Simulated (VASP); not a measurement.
# HfN (Fm-3m) in VASP: notebook, part 2 of 2

VASP 6.6.1. Earlier steps stand in the parts before.

## (5) Electric field gradients, LDA (volume scaled by 0.98)

Input file INCAR:

```
ALGO = Normal
EDIFF = 1E-8
ENCUT = 520
GGA = CA
ISIF = 2
ISMEAR = -1
LASPH = T
LCHARG = F
LEFG = T
LREAL = F
LWAVE = F
NBANDS = 14
NELM = 60
PREC = Accurate
SIGMA = 0.03
```

Input file KPOINTS:

```
k-points
0
Gamma
  10 10 10
```

Input file POSCAR:

```
HfN
1.0
    0.0000000000      2.2438384694      2.2438384694
    2.2438384694      0.0000000000      2.2438384694
    2.2438384694      2.2438384694      0.0000000000
Hf N
1 1
Direct
    0.0000000000      0.0000000000      0.0000000000
    0.5000000000      0.5000000000      0.5000000000
```

Potentials or basis: VASP PAW LDA potentials, release 64 (Hf_pv, N).

Command:

```
$ cat potpaw_LDA.64/Hf_pv/POTCAR potpaw_LDA.64/N/POTCAR > POTCAR
$ mpirun -np 1 vasp_std > vasp.out
```

OUTCAR:

```text
EDIFF = 1E-8
   ENCUT = 520
   GGA = CA
   ISIF = 2
   ISMEAR = -1
   LASPH = T
   LREAL = F
   NELM = 60
   PREC = Accurate

 ion  position               nearest neighbor table
   1  0.000  0.000  0.000-   2 2.24   2 2.24   2 2.24   2 2.24   2 2.24   2 2.24
   2  0.500  0.500  0.500-   1 2.24   1 2.24   1 2.24   1 2.24   1 2.24   1 2.24

  LATTYP: Found a face centered cubic cell.
 ALAT       =     4.4876769388

  Lattice vectors:

 A1 = (   0.0000000000,   2.2438384694,   2.2438384694)
 A2 = (   2.2438384694,   0.0000000000,   2.2438384694)
 A3 = (   2.2438384694,   2.2438384694,   0.0000000000)

Analysis of symmetry for initial positions (statically):
=====================================================================
 Subroutine PRICEL returns:
 Original cell was already a primitive cell.

 Routine SETGRP: Setting up the symmetry group for a
 face centered cubic supercell.

 Subroutine GETGRP returns: Found 48 space group operations
[... 9 lines left out ...]

 Routine SETGRP: Setting up the symmetry group for a
 face centered cubic supercell.

 Subroutine GETGRP returns: Found 48 space group operations
[... 11 lines left out ...]
                                     Primitive cell

  volume of cell :      22.5946

  direct lattice vectors                    reciprocal lattice vectors
     0.000000000  2.243838469  2.243838469    -0.222832440  0.222832440  0.222832440
     2.243838469  0.000000000  2.243838469     0.222832440 -0.222832440  0.222832440
     2.243838469  2.243838469  0.000000000     0.222832440  0.222832440 -0.222832440

  length of vectors
     3.173266795  3.173266795  3.173266795     0.385957107  0.385957107  0.385957107

  position of ions in fractional coordinates (direct lattice)
     0.000000000  0.000000000  0.000000000
     0.500000000  0.500000000  0.500000000

[... 143 lines left out ...]
     12      10.3389      0.00000
     13      10.5620      0.00000
     14      18.0779      0.00000
[... 377 lines left out ...]
      1     -23.2149      2.00000
      2     -22.7625      2.00000
      3     -22.7304      2.00000
      4      -7.5151      2.00000
      5       1.8023      2.00000
      6       3.7748      2.00000
      7       4.2859      2.00000
      8       5.8626      2.00000
      9      12.5241      0.00000
     10      13.0956      0.00000
     11      13.2243      0.00000
     12      13.4367      0.00000
     13      17.7562      0.00000
     14      19.7310      0.00000

 [... further k-points ...]
[... 5 lines left out ...]
  --------------------------------------------------------------------------------------
  -------------------------------------------------------------------------------------
  Total       -0.7154024     -0.7154024     -0.7154024      0.0000000      0.0000000     -0.0000000
  in kB      -50.7289889    -50.7289889    -50.7289889      0.0000000      0.0000000     -0.0000000
  external PRESSURE =     -50.7289889 kB  Pullay stress =       0.0000000 kB

 VOLUME and BASIS-vectors are now :
 -----------------------------------------------------------------------------
  energy-cutoff  :      520.00
  volume of cell :       22.59
      direct lattice vectors                 reciprocal lattice vectors
     0.000000000  2.243838469  2.243838469    -0.222832440  0.222832440  0.222832440
     2.243838469  0.000000000  2.243838469     0.222832440 -0.222832440  0.222832440
     2.243838469  2.243838469  0.000000000     0.222832440  0.222832440 -0.222832440

 POSITION                                       TOTAL-FORCE (eV/Angst)
 -----------------------------------------------------------------------------------
      0.00000      0.00000      0.00000         0.000000     -0.000000      0.000000
      2.24384      2.24384      2.24384        -0.000000      0.000000     -0.000000
 -----------------------------------------------------------------------------------
    total drift:                                0.000000     -0.000000     -0.000000

  FREE ENERGIE OF THE ION-ELECTRON SYSTEM (eV)
  ---------------------------------------------------
  free  energy   TOTEN  =       -23.8581603301 eV

  energy  without entropy=      -23.8554895458  energy(sigma->0) =      -23.85682494

 Electric field gradients (V/A^2)
---------------------------------------------------------------------
 ion       V_xx      V_yy      V_zz      V_xy      V_xz      V_yz
---------------------------------------------------------------------
   1       0.000    -0.000    -0.000    -0.000    -0.000    -0.000
   2      -0.000     0.000     0.000    -0.001    -0.001    -0.001
---------------------------------------------------------------------

 Electric field gradients after diagonalization (V/A^2)
 (convention: |V_zz| > |V_xx| > |V_yy|)
----------------------------------------------------------------------
 ion       V_xx      V_yy      V_zz     asymmetry (V_yy - V_xx)/ V_zz
----------------------------------------------------------------------
   1       0.000     0.000    -0.001       0.000
   2       0.001     0.001    -0.001       0.000
----------------------------------------------------------------------

           NMR quadrupolar parameters

 Cq : quadrupolar parameter    Cq=e*Q*V_zz/h
 eta: asymmetry parameters     (V_yy - V_xx)/ V_zz
 Q  : nuclear electric quadrupole moment in mb (millibarn)
----------------------------------------------------------------------
 ion       Cq(MHz)       eta       Q (mb)
----------------------------------------------------------------------
   1      -0.000       0.000       1.000
   2      -0.000       0.000       1.000
----------------------------------------------------------------------
```

OSZICAR:

```text
N       E                     dE             d eps       ncg     rms          rms(c)
DAV:   1     0.352283723053E+02    0.35228E+02   -0.78269E+03  1316   0.101E+03
DAV:   2    -0.250709440277E+02   -0.60299E+02   -0.56680E+02  1738   0.226E+02
DAV:   3    -0.268398995007E+02   -0.17690E+01   -0.17613E+01  1508   0.312E+01
DAV:   4    -0.268459647652E+02   -0.60653E-02   -0.60644E-02  1562   0.218E+00
DAV:   5    -0.268459961773E+02   -0.31412E-04   -0.31413E-04  1526   0.137E-01    0.522E+01
DAV:   6    -0.240103945673E+02    0.28356E+01   -0.84165E+00  1424   0.220E+01    0.447E+01
DAV:   7    -0.238956781336E+02    0.11472E+00   -0.47394E-01  1634   0.519E+00    0.275E+01
DAV:   8    -0.238631129185E+02    0.32565E-01   -0.11990E-01  1646   0.282E+00    0.517E+00
DAV:   9    -0.238583003374E+02    0.48126E-02   -0.12566E-02  1544   0.897E-01    0.188E+00
DAV:  10    -0.238581854426E+02    0.11489E-03   -0.82714E-04  1646   0.252E-01    0.332E-01
DAV:  11    -0.238581609184E+02    0.24524E-04   -0.61249E-05  1514   0.725E-02    0.545E-02
DAV:  12    -0.238581603281E+02    0.59028E-06   -0.60345E-06  1726   0.208E-02    0.932E-03
DAV:  13    -0.238581603301E+02   -0.19750E-08   -0.69876E-08  1466   0.249E-03
   1 F= -.23858160E+02 E0= -.23856825E+02  d E =-.267078E-02
```

Wall time 17 s (1 thread of Intel Xeon 8259CL, shared host); peak memory 0.14 GiB.

What came out:

```
Free energy : -23.8582 eV
Pressure    : -5.1 GPa
```

Levels at points of the mesh, in eV from the Fermi level:
```tsv
k point	band 6	band 7	band 8	band 9	band 10	band 11
(0.00, 0.00, 0.00)	-3.01	-3.01	-0.43	-0.43	-0.43	1.93
(0.50, 0.00, 0.00)	-6.29	-6.29	3.34	3.74	3.74	4.64
(0.50, 0.50, 0.00)	-3.94	-3.65	-3.65	4.13	5.63	5.63
```

Caveat: without QUAD_EFG the Cq values of the log hold for a quadrupole moment of 1 mb, not for the nuclei; spin-orbit coupling is left out, which moves the levels of the heavy elements.

## (6) Electric field gradients, LDA (volume scaled by 0.98)

Input file INCAR:

```
  ALGO = Normal
  EDIFF = 1E-8
  ENCUT = 520
  ISIF = 2
  ISMEAR = -1
  LASPH = T
  LCHARG = F
  LEFG = T
  LREAL = F
  LWAVE = F
  NBANDS = 14
  NELM = 60
  PREC = Accurate
  SIGMA = 0.03
```

KPOINTS is that of step 5.

POSCAR is that of step 5.

Potentials or basis: VASP PAW LDA potentials, release 64 (Hf_pv, N).

Command:

```
$ cat potpaw_LDA.64/Hf_pv/POTCAR potpaw_LDA.64/N/POTCAR > POTCAR
$ mpirun -np 1 vasp_std > vasp.out
```

OUTCAR:

```text
EDIFF = 1E-8
   ENCUT = 520
   ISIF = 2
   ISMEAR = -1
   LASPH = T
   LREAL = F
   NELM = 60
   PREC = Accurate

 ion  position               nearest neighbor table
   1  0.000  0.000  0.000-   2 2.24   2 2.24   2 2.24   2 2.24   2 2.24   2 2.24
   2  0.500  0.500  0.500-   1 2.24   1 2.24   1 2.24   1 2.24   1 2.24   1 2.24

  LATTYP: Found a face centered cubic cell.
 ALAT       =     4.4876769388

  Lattice vectors:

 A1 = (   0.0000000000,   2.2438384694,   2.2438384694)
 A2 = (   2.2438384694,   0.0000000000,   2.2438384694)
 A3 = (   2.2438384694,   2.2438384694,   0.0000000000)

Analysis of symmetry for initial positions (statically):
[... 617 lines left out ...]
  free  energy   TOTEN  =       -23.8581603301 eV

  energy  without entropy=      -23.8554895458  energy(sigma->0) =      -23.85682494

 Electric field gradients (V/A^2)
---------------------------------------------------------------------
 ion       V_xx      V_yy      V_zz      V_xy      V_xz      V_yz
---------------------------------------------------------------------
   1       0.000    -0.000    -0.000    -0.000    -0.000    -0.000
   2      -0.000     0.000     0.000    -0.001    -0.001    -0.001
---------------------------------------------------------------------

 Electric field gradients after diagonalization (V/A^2)
 (convention: |V_zz| > |V_xx| > |V_yy|)
----------------------------------------------------------------------
 ion       V_xx      V_yy      V_zz     asymmetry (V_yy - V_xx)/ V_zz
----------------------------------------------------------------------
   1       0.000     0.000    -0.001       0.000
   2       0.001     0.001    -0.001       0.000
----------------------------------------------------------------------

           NMR quadrupolar parameters

 Cq : quadrupolar parameter    Cq=e*Q*V_zz/h
 eta: asymmetry parameters     (V_yy - V_xx)/ V_zz
 Q  : nuclear electric quadrupole moment in mb (millibarn)
----------------------------------------------------------------------
 ion       Cq(MHz)       eta       Q (mb)
----------------------------------------------------------------------
   1      -0.000       0.000       1.000
   2      -0.000       0.000       1.000
----------------------------------------------------------------------
```

OSZICAR:

```text
N       E                     dE             d eps       ncg     rms          rms(c)
DAV:   1     0.352283723053E+02    0.35228E+02   -0.78269E+03  1316   0.101E+03
DAV:   2    -0.250709440277E+02   -0.60299E+02   -0.56680E+02  1738   0.226E+02
DAV:   3    -0.268398995007E+02   -0.17690E+01   -0.17613E+01  1508   0.312E+01
DAV:   4    -0.268459647652E+02   -0.60653E-02   -0.60644E-02  1562   0.218E+00
DAV:   5    -0.268459961773E+02   -0.31412E-04   -0.31413E-04  1526   0.137E-01    0.522E+01
DAV:   6    -0.240103945673E+02    0.28356E+01   -0.84165E+00  1424   0.220E+01    0.447E+01
DAV:   7    -0.238956781336E+02    0.11472E+00   -0.47394E-01  1634   0.519E+00    0.275E+01
DAV:   8    -0.238631129185E+02    0.32565E-01   -0.11990E-01  1646   0.282E+00    0.517E+00
DAV:   9    -0.238583003374E+02    0.48126E-02   -0.12566E-02  1544   0.897E-01    0.188E+00
DAV:  10    -0.238581854426E+02    0.11489E-03   -0.82714E-04  1646   0.252E-01    0.332E-01
DAV:  11    -0.238581609184E+02    0.24524E-04   -0.61249E-05  1514   0.725E-02    0.545E-02
DAV:  12    -0.238581603281E+02    0.59028E-06   -0.60345E-06  1726   0.208E-02    0.932E-03
DAV:  13    -0.238581603301E+02   -0.19750E-08   -0.69876E-08  1466   0.249E-03
   1 F= -.23858160E+02 E0= -.23856825E+02  d E =-.267078E-02
```

stdout:

```text
POSCAR found type information on POSCAR HfN
 POSCAR found :  2 types and       2 ions
 scaLAPACK will be used
 LDA part: xc-table for (Slater(with rela. corr.)+CA(PZ))
 , standard interpolation
 POSCAR, INCAR and KPOINTS ok, starting setup
 FFT: planning ... GRIDC
 FFT: planning ... GRID_SOFT
 FFT: planning ... GRID
 WAVECAR not read
 entering main loop
ion   1

ion   2
```

Run time: 19 s. Hardware: 1 thread of Intel Xeon 8259CL, shared host; peak memory 0.14 GiB.

Results:

| Item | Value |
| --- | --- |
| Free energy | -23.8582 eV |
| Pressure | -5.1 GPa |

Levels at points of the mesh, in eV from the Fermi level:
| k point | band 5 | band 6 | band 7 | band 8 | band 9 | band 10 | band 11 | band 12 |
| --- | --- | --- | --- | --- | --- | --- | --- | --- |
| (0.00, 0.00, 0.00) | -3.01 | -3.01 | -3.01 | -0.43 | -0.43 | -0.43 | 1.93 | 1.93 |
| (0.50, 0.00, 0.00) | -8.99 | -6.29 | -6.29 | 3.34 | 3.74 | 3.74 | 4.64 | 9.03 |
| (0.50, 0.50, 0.00) | -5.32 | -3.94 | -3.65 | -3.65 | 4.13 | 5.63 | 5.63 | 5.89 |

Caveat: without QUAD_EFG the Cq values of the log hold for a quadrupole moment of 1 mb, not for the nuclei; spin-orbit coupling is left out, which moves the levels of the heavy elements.

## (7) Summary

```tsv
task	cell	k mesh for the DOS	occupations for the DOS	gap on the mesh (eV)	pressure (GPa)
electric field gradients	a = 3.129 Å, angles 60.0°, 2 atoms	-	-	none	8.0
electric field gradients	a = 3.257 Å, angles 60.0°, 2 atoms	-	-	none	-23.9
density of states	a = 3.195 Å, angles 60.0°, 2 atoms	15 × 15 × 15	tetrahedron	-	-
electric field gradients	a = 3.173 Å, angles 60.0°, 2 atoms	-	-	none	-5.1
```

Alike in all rows: level LDA; potentials or basis VASP PAW LDA potentials, release 64 (Hf_pv, N); no spin polarisation; k mesh 10 × 10 × 10; cutoff (eV) 520; smearing fermi-dirac 0.03 eV.

Caveats: spin-orbit coupling is left out, which moves the levels of the heavy elements.

Total energies depend on the potentials used, so only differences within one code and one set of settings carry meaning.
